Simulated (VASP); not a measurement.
# SnTe (Fm-3m) in VASP: further runs

The runs below take SnTe through single point, with PBE.

Program: VASP 6.6.1. These are calculated values, not measurements. Logs are shortened: lines on timing, memory, paths and dates and some standing lists are left out, and cuts for length are marked.

## Step 1: The cell of the first run

The structure is cubic, space group Fm-3m (No. 225). Conventional cell: a = 6.215 Å, b = 6.215 Å, c = 6.215 Å, α = 90.00°, β = 90.00°, γ = 90.00°. Within 4.1 Å of Sn (site symmetry m-3m) lie 6 Te at 3.11 Å. Te (site symmetry m-3m) has 6 Sn at 3.11 Å within 4.1 Å.

## Step 2: Single point, PBE (30.00 Å³/atom)

File INCAR:

```
ALGO = Normal
EDIFF = 1E-6
ENCUT = 520
GGA = PE
ISIF = 2
ISMEAR = 0
LASPH = True
LCHARG = False
LREAL = False
LWAVE = False
NBANDS = 17
NELM = 60
PREC = Accurate
SIGMA = 0.01
```

File KPOINTS:

```
k-points
0
Gamma
  10 10 10
```

File POSCAR:

```
SnTe
1.0
    0.0000000000      3.1072530399      3.1072530399
    3.1072530399      0.0000000000      3.1072530399
    3.1072530399      3.1072530399      0.0000000000
Sn Te
1 1
Direct
    0.0000000000      0.0000000000      0.0000000000
    0.5000000000      0.5000000000      0.5000000000
```

Potentials or basis: VASP PAW PBE potentials, release 64 (Sn_d, Te).

The run is started by

```bash
> cat potpaw_PBE.64/Sn_d/POTCAR potpaw_PBE.64/Te/POTCAR > POTCAR
> mpirun -np 1 vasp_std > vasp.out
```

OUTCAR:

```text
EDIFF = 1E-6
   ENCUT = 520
   GGA = PE
   ISIF = 2
   ISMEAR = 0
   LASPH = True
   LREAL = False
   NELM = 60
   PREC = Accurate

 ion  position               nearest neighbor table
   1  0.000  0.000  0.000-   2 3.11   2 3.11   2 3.11   2 3.11   2 3.11   2 3.11
   2  0.500  0.500  0.500-   1 3.11   1 3.11   1 3.11   1 3.11   1 3.11   1 3.11

  LATTYP: Found a face centered cubic cell.
 ALAT       =     6.2145060798

  Lattice vectors:

 A1 = (   0.0000000000,   3.1072530399,   3.1072530399)
 A2 = (   3.1072530399,   0.0000000000,   3.1072530399)
 A3 = (   3.1072530399,   3.1072530399,   0.0000000000)

Analysis of symmetry for initial positions (statically):
=====================================================================
 Subroutine PRICEL returns:
 Original cell was already a primitive cell.

 Routine SETGRP: Setting up the symmetry group for a
 face centered cubic supercell.

 Subroutine GETGRP returns: Found 48 space group operations
 (whereof 48 operations were pure point group operations)
 out of a pool of 48 trial point group operations.

The static configuration has the point symmetry O_h .

Analysis of symmetry for dynamics (positions and initial velocities):
=====================================================================
 Subroutine PRICEL returns:
 Original cell was already a primitive cell.

 Routine SETGRP: Setting up the symmetry group for a
 face centered cubic supercell.

 Subroutine GETGRP returns: Found 48 space group operations
 (whereof 48 operations were pure point group operations)
 out of a pool of 48 trial point group operations.

The dynamic configuration has the point symmetry O_h .

 Subroutine INISYM returns: Found 48 space group operations
 (whereof 48 operations are pure point group operations),
 and found     1 'primitive' translations

----------------------------------------------------------------------------------------

                                     Primitive cell

  volume of cell :      60.0012

  direct lattice vectors                    reciprocal lattice vectors
     0.000000000  3.107253040  3.107253040    -0.160913834  0.160913834  0.160913834
     3.107253040  0.000000000  3.107253040     0.160913834 -0.160913834  0.160913834
     3.107253040  3.107253040  0.000000000     0.160913834  0.160913834 -0.160913834

  length of vectors
     4.394319391  4.394319391  4.394319391     0.278710936  0.278710936  0.278710936

  position of ions in fractional coordinates (direct lattice)
     0.000000000  0.000000000  0.000000000
     0.500000000  0.500000000  0.500000000

  ion indices of the primitive-cell ions
   primitive index   ion index
                 1           1
                 2           2

----------------------------------------------------------------------------------------

 KPOINTS: k-points

Automatic generation of k-mesh.
 Grid dimensions read from file:
 generate k-points for:   10   10   10

 Generating k-lattice:

  Cartesian coordinates                     Fractional coordinates (reciprocal lattice)
    -0.016091383  0.016091383  0.016091383     0.100000000  0.000000000  0.000000000
     0.016091383 -0.016091383  0.016091383     0.000000000  0.100000000  0.000000000
     0.016091383  0.016091383 -0.016091383     0.000000000  0.000000000  0.100000000

  Length of vectors
     0.027871094  0.027871094  0.027871094

  Shift w.r.t. Gamma in fractional coordinates (k-lattice)
     0.000000000  0.000000000  0.000000000

 Subroutine IBZKPT returns following result:
 ===========================================

 Found     47 irreducible k-points:

 Following reciprocal coordinates:
            Coordinates               Weight
  0.000000  0.000000  0.000000      1.000000
  0.100000  0.000000  0.000000      8.000000
  0.200000  0.000000  0.000000      8.000000
  0.300000  0.000000  0.000000      8.000000
  0.400000  0.000000  0.000000      8.000000
  0.500000  0.000000  0.000000      4.000000
[... 16 lines left out ...]
  0.300000  0.300000  0.000000      6.000000
  0.400000  0.300000  0.000000     24.000000
 [... further k-points ...]
   k-points           NKPTS =     47   k-points in BZ     NKDIM =     47   number of bands    NBANDS=     17
   number of dos      NEDOS =    301   number of ions     NIONS =      2
   total plane-waves  NPLWV =  46656
   dimension x,y,z NGX =    36 NGY =   36 NGZ =   36
   dimension x,y,z NGXF=    72 NGYF=   72 NGZF=   72
   ions per type =               1   1
   NGX,Y,Z   is equivalent  to a cutoff of  13.62, 13.62, 13.62 a.u.
   NGXF,Y,Z  is equivalent  to a cutoff of  27.24, 27.24, 27.24 a.u.
 SYSTEM =  unknown system
   PREC   = accura    normal or accurate (medium, high low for compatibility)
   ISTART =      0    job   : 0-new  1-cont  2-samecut
   ICHARG =      2    charge: 1-file 2-atom 10-const
   ISPIN  =      1    spin polarized calculation?
   LNONCOLLINEAR =      F non collinear calculations
   LSORBIT =      F    spin-orbit coupling
   LASPH  =      T    aspherical Exc in radial PAW
   ENCUT  =  520.0 eV  38.22 Ry    6.18 a.u.   8.17  8.17  8.17*2*pi/ulx,y,z
   NELM   =     60;   NELMIN=  2; NELMDL= -5     # of ELM steps
   EDIFF  = 0.1E-05   stopping-criterion for ELM
   LREAL  =      F    real-space projection
   EDIFFG = 0.1E-04   stopping-criterion for IOM
   NSW    =      0    number of steps for IOM
   IBRION =     -1    ionic relax: 0-MD 1-quasi-New 2-CG
   NFREE  =      0    steps in history (QN), initial steepest desc. (CG)
   ISIF   =      2    stress and relaxation
   ISYM   =      2    0-nonsym 1-usesym 2-fastsym
   POTIM  = 0.5000    time-step for ionic-motion
   TEBEG  =    0.0;   TEEND  =   0.0 temperature during run
   PSTRESS=    0.0 pullay stress
   NELECT =      20.0000    total number of electrons
   NUPDOWN=      -1.0000    fix difference up-down
   EMIN   =  10.00;   EMAX   =-10.00  energy-range for DOS
   EFERMI =   0.00;   METHOD = LEGACY
   ISMEAR =     0;   SIGMA  =   0.01  broadening in eV -4-tet -1-fermi 0-gaus
   EFERMI_NEDOS =   21; number of points for ismear=-14 and -15
   IALGO  =     38    algorithm
   IMIX   =      4    mixing-type and parameters
     AMIX     =   0.40;   BMIX     =  1.00
     AMIX_MAG =   1.60;   BMIX_MAG =  1.00
  volume/ion in A,a.u.               =      30.00       202.45
  Fermi-wavevector in a.u.,A,eV,Ry     =   1.135093  2.145015 17.530245  1.288437
  Thomas-Fermi vector in A             =   2.271798
   LORBIT       =      0    0 simple, 1 ext, 2 COOP (PROOUT), +10 PAW based schemes
   GGA     = PE    functional components
   LHFCALC =     F    Hartree Fock is set to
   AEXX    =    0.0000 exact exchange contribution
   IVDW    =     0    specifies the selected vdW correction
   LEPSILON=     F    determine dielectric tensor
   LRPA    =     F    only Hartree local field effects (RPA)
 non-spin polarized calculation
 Gauss-broadening in eV      SIGMA  =   0.01
  energy-cutoff  :      520.00
  volume of cell :       60.00
 maximum number of plane-waves:      1639
 NGX is ok and might be reduce to    36
   NGX = 17   NGY = 17   NGZ = 17

 number of electron      19.9999998 magnetization

 Free energy of the ion-electron system (eV)
  ---------------------------------------------------
  ext. energy  EPLUGINS =         0.00000000
  ---------------------------------------------------
  free energy    TOTEN  =        -7.48806040 eV

  energy without entropy =       -7.48806040  energy(sigma->0) =       -7.48806040

 E-fermi :   7.5708     XC(G=0):  -9.6834

 val. band max:        7.4784038293   @ k =   0.5000   0.0000   0.0000
 cond. band min:       7.7033728922   @ k =   0.5000   0.0000   0.0000
 fundamental gap:      0.2249690629
 Fermi energy:         7.5707567919

 k-point     1 :       0.0000    0.0000    0.0000
  band No.  band energies     occupation
      1     -14.4316      2.00000
      2     -14.4316      2.00000
      3     -14.4233      2.00000
      4     -14.4233      2.00000
      5     -14.4233      2.00000
      6      -5.6304      2.00000
[... 9 lines left out ...]
     16      12.1649      0.00000
     17      14.1977      0.00000

 k-point     2 :       0.1000    0.0000    0.0000
  band No.  band energies     occupation
      1     -14.4321      2.00000
      2     -14.4321      2.00000
      3     -14.4231      2.00000
      4     -14.4226      2.00000
      5     -14.4226      2.00000
      6      -5.5403      2.00000
[... 9 lines left out ...]
     16      12.3834      0.00000
     17      14.9608      0.00000

 k-point     3 :       0.2000    0.0000    0.0000
  band No.  band energies     occupation
      1     -14.4335      2.00000
      2     -14.4335      2.00000
      3     -14.4226      2.00000
      4     -14.4206      2.00000
      5     -14.4206      2.00000
      6      -5.2790      2.00000
[... 9 lines left out ...]
     16      12.9845      0.00000
     17      16.5572      0.00000

 k-point     4 :       0.3000    0.0000    0.0000
  band No.  band energies     occupation
      1     -14.4356      2.00000
      2     -14.4356      2.00000
      3     -14.4221      2.00000
      4     -14.4180      2.00000
      5     -14.4180      2.00000
      6      -4.8823      2.00000
[... 9 lines left out ...]
     16      13.9289      0.00000
     17      18.3860      0.00000
[... 343 lines left out ...]
      1     -14.4364      2.00000
      2     -14.4356      2.00000
      3     -14.4214      2.00000
      4     -14.4186      2.00000
      5     -14.4171      2.00000
      6      -4.7527      2.00000
[... 9 lines left out ...]
     16      15.6871      0.00000
     17      16.0803      0.00000

 k-point    23 :       0.3000    0.3000    0.0000
  band No.  band energies     occupation
      1     -14.4452      2.00000
      2     -14.4279      2.00000
      3     -14.4263      2.00000
      4     -14.4149      2.00000
      5     -14.4149      2.00000
      6      -4.6513      2.00000
[... 9 lines left out ...]
     16      16.1101      0.00000
     17      16.1102      0.00000

 k-point    24 :       0.4000    0.3000    0.0000
  band No.  band energies     occupation
      1     -14.4477      2.00000
      2     -14.4280      2.00000
      3     -14.4262      2.00000
      4     -14.4134      2.00000
      5     -14.4130      2.00000
      6      -4.3399      2.00000
[... 9 lines left out ...]
     16      16.8575      0.00000
     17      17.2344      0.00000

 [... further k-points ...]
[... 5 lines left out ...]
  --------------------------------------------------------------------------------------
  -------------------------------------------------------------------------------------
  Total        1.7094347      1.7094347      1.7094347      0.0000000      0.0000000      0.0000000
  in kB       45.6460524     45.6460524     45.6460524      0.0000000      0.0000000      0.0000000
  external PRESSURE =      45.6460524 kB  Pullay stress =       0.0000000 kB

 VOLUME and BASIS-vectors are now :
 -----------------------------------------------------------------------------
  energy-cutoff  :      520.00
  volume of cell :       60.00
      direct lattice vectors                 reciprocal lattice vectors
     0.000000000  3.107253040  3.107253040    -0.160913834  0.160913834  0.160913834
     3.107253040  0.000000000  3.107253040     0.160913834 -0.160913834  0.160913834
     3.107253040  3.107253040  0.000000000     0.160913834  0.160913834 -0.160913834

 POSITION                                       TOTAL-FORCE (eV/Angst)
 -----------------------------------------------------------------------------------
      0.00000      0.00000      0.00000         0.000000     -0.000000     -0.000000
      3.10725      3.10725      3.10725        -0.000000      0.000000      0.000000
 -----------------------------------------------------------------------------------
    total drift:                               -0.000000      0.000000      0.000000

  FREE ENERGIE OF THE ION-ELECTRON SYSTEM (eV)
  ---------------------------------------------------
  free  energy   TOTEN  =        -7.4880604034 eV

  energy  without entropy=       -7.4880604034  energy(sigma->0) =       -7.48806040
```

Run time: 32 s. Hardware: 1 thread of AMD EPYC 9R14 (Zen 4), shared host; peak memory 0.2 GiB.

Results:

| Property | Result |
| --- | --- |
| Free energy | -7.4881 eV |
| Pressure | 4.6 GPa |
| Band gap on the k mesh | 0.23 eV |

Caveat: the cell stands under pressure; spin-orbit coupling is left out, which moves the levels of the heavy elements. A k mesh can miss the band edges.

## Step 3: Single point, PBE (30.99 Å³/atom)

This run uses another cell than the first one, of 30.99 Å³/atom.

File INCAR:

```
SYSTEM = SnTe
PREC = Accurate
ENCUT = 520
EDIFF = 1E-6
ISMEAR = 0
SIGMA = 0.01
LREAL = .FALSE.
LASPH = .TRUE.
NELM = 60
ALGO = Normal
ISIF = 2
LWAVE = .FALSE.
LCHARG = .TRUE.
GGA = PE
LELF = .TRUE.
LVHAR = .TRUE.
NBANDS = 17
```

File KPOINTS:

```
regular mesh
0
G
  10 10 10
  0 0 0
```

File POSCAR:

```
SnTe
1.0
    0.0000000000      3.1410301757      3.1410301757
    3.1410301757      0.0000000000      3.1410301757
    3.1410301757      3.1410301757      0.0000000000
Sn Te
1 1
Direct
    0.0000000000      0.0000000000      0.0000000000
    0.5000000000      0.5000000000      0.5000000000
```

Potentials or basis: VASP PAW PBE potentials, release 64 (Sn_d, Te).

The run is started by

```bash
> cat potpaw_PBE.64/Sn_d/POTCAR potpaw_PBE.64/Te/POTCAR > POTCAR
> mpirun -np 1 vasp_std > vasp.out
```

It took 34 s on 1 thread of AMD EPYC 9R14 (Zen 4), shared host; peak memory 0.2 GiB.

Results (log left out):

| Quantity | Value |
| --- | --- |
| Free energy | -7.5333 eV |
| Pressure | 2.7 GPa |
| Band gap on the k mesh | 0.12 eV |

Levels at points of the mesh, in eV from the valence-band top:
| k point | band 8 | band 9 | band 10 | band 11 | band 12 | band 13 |
| --- | --- | --- | --- | --- | --- | --- |
| (0.00, 0.00, 0.00) | -2.18 | -2.18 | -2.18 | 3.36 | 3.36 | 3.36 |
| (0.50, 0.00, 0.00) | -1.84 | -1.84 | 0.00 | 0.12 | 0.35 | 0.35 |
| (0.50, 0.50, 0.00) | -5.65 | -3.80 | -3.80 | 2.13 | 4.97 | 4.97 |

Caveat: spin-orbit coupling is left out, which moves the levels of the heavy elements. A k mesh can miss the band edges.
